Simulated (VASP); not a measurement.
Wanted: the native input for a VASP 6.6.1 run.

| Item | Value |
| --- | --- |
| Task | single point |
| Functional | r2SCAN |
| Potentials or basis | VASP PAW PBE potentials, release 64 (Sr_sv) |
| Cutoff | 520 eV |
| k mesh | 15 × 15 × 15 |
| Occupations | fermi-dirac, width 0.1 eV |
| Spin | no spin polarisation |
| Dipole correction | no |
| Further INCAR settings | ALGO = Normal; EDIFF = 1e-06; NBANDS = 11 |

Crystal: Sr.

```xyz
1
Lattice="0.0000 3.0521 3.0521 3.0521 0.0000 3.0521 3.0521 3.0521 0.0000" Properties=species:S:1:pos:R:3 pbc="T T T"
Sr    0.0000    0.0000    0.0000
```

The input as run:

POSCAR

```
Sr
1.0
    0.0000000000      3.0521103947      3.0521103947
    3.0521103947      0.0000000000      3.0521103947
    3.0521103947      3.0521103947      0.0000000000
Sr
1
Direct
    0.0000000000      0.0000000000      0.0000000000
```

INCAR.step1

```
PREC = Accurate
ENCUT = 520
ISMEAR = -1
SIGMA = 0.1
LREAL = False
LASPH = True
NELM = 80
NBANDS = 11
GGA = PE
ALGO = Normal
EDIFF = 1E-4
LWAVE = True
LCHARG = False
```

INCAR.step2

```
PREC = Accurate
ENCUT = 520
EDIFF = 1E-6
ISMEAR = -1
SIGMA = 0.1
LREAL = False
LASPH = True
NELM = 80
ALGO = Normal
ISIF = 2
LWAVE = False
LCHARG = False
METAGGA = R2SCAN
LMIXTAU = True
NBANDS = 11
ISTART = 1
```

KPOINTS

```
regular mesh
0
Gamma
  15 15 15
```

Potentials or basis: VASP PAW PBE potentials, release 64 (Sr_sv).

Launch:

```bash
$ cat potpaw_PBE.64/Sr_sv/POTCAR > POTCAR
$ cp INCAR.step1 INCAR
$ mpirun -np 1 vasp_std > vasp.out
$ cp INCAR.step2 INCAR
$ mpirun -np 1 vasp_std > vasp.out
```

Results of the run:

```json
{"Pressure": "0.0 GPa", "Band gap on the k mesh": "zero (band 5 reaches 1.59 eV, above the bottom of band 6 at 1.43 eV)"}
```

Caveat: the PAW data sets were made with another functional, which shifts forces and pressure a little.

Wall time 2.3 min on 1 thread of Intel Xeon 6975P-C, on a shared host, peak memory 0.24 GiB.
